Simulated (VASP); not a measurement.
A run of VASP 6.6.1:

INCAR

```
  ALGO = Fast
  EDIFF = 1E-6
  ENCUT = 520
  GGA = PS
  ISIF = 2
  ISMEAR = 0
  LASPH = True
  LCHARG = False
  LREAL = False
  LWAVE = False
  NBANDS = 47
  NELM = 80
  PREC = Accurate
  SIGMA = 0.1
```

KPOINTS

```
k-points
0
Gamma
  8 8 8
```

The input POSCAR:

```
HfMo2
1.0
    0.0000000000      3.7080044078      3.7080044078
    3.7080044078      0.0000000000      3.7080044078
    3.7080044078      3.7080044078      0.0000000000
Hf Mo
2 4
Direct
    0.5000000000      0.5000000000      0.5000000000
    0.7500000000      0.7500000000      0.7500000000
    0.1250000000      0.1250000000      0.1250000000
    0.6250000000      0.1250000000      0.1250000000
    0.1250000000      0.1250000000      0.6250000000
    0.1250000000      0.6250000000      0.1250000000
```

Potentials or basis: VASP PAW PBE potentials, release 64 (Hf_pv, Mo_sv).

Launch:

```bash
$ cat potpaw_PBE.64/Hf_pv/POTCAR potpaw_PBE.64/Mo_sv/POTCAR > POTCAR
$ mpirun -np 1 vasp_std > vasp.out
```

Hardware: 1 thread of Oxide Virtual Turin-like Processor, with other jobs on the host.

Question: How long does it take, and how much memory?

Answer: It took 4.3 min on 1 thread of Oxide Virtual Turin-like Processor (shared host), peak memory 0.27 GiB. Counts: scf iterations 15, k points 29.
